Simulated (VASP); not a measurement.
Input of a VASP 6.6.1 run:

The input INCAR:

```
SYSTEM = Co
ALGO = Normal
EDIFF = 1E-6
ENCUT = 520
GGA = PS
ISIF = 2
ISMEAR = -1
ISPIN = 2
LASPH = .True.
LCHARG = .False.
LMAXMIX = 4
LORBIT = 11
LREAL = .False.
LWAVE = .False.
MAGMOM = 2 2
NBANDS = 20
NELM = 150
PREC = Accurate
SIGMA = 0.05
```

The input KPOINTS:

```
k-points
0
Gamma
  19 19 10
  0 0 0
```

Contents of POSCAR:

```
Co
1.0
    2.4935546764      0.0000000000      0.0000000000
   -1.2467773382      2.1594816955      0.0000000000
    0.0000000000      0.0000000000      4.0496739422
Co
2
Direct
    0.3333333333      0.6666666667      0.2500000000
    0.6666666667      0.3333333333      0.7500000000
```

Potentials or basis: VASP PAW PBE potentials, release 64 (Co).

Launch:

```sh
$ cat potpaw_PBE.64/Co/POTCAR > POTCAR
$ mpirun -np 1 vasp_std > vasp.out
```

(1) Estimate the net moment.

(2) Estimate the site moments.

(3) What does it give for the pressure?

Results:

(1) 3.22 μB per cell.

(2) Co +1.62 μB.

(3) -11.5 GPa.

Caveat: the cell stands under tension; the PAW data sets were made with another functional, which shifts forces and pressure a little.
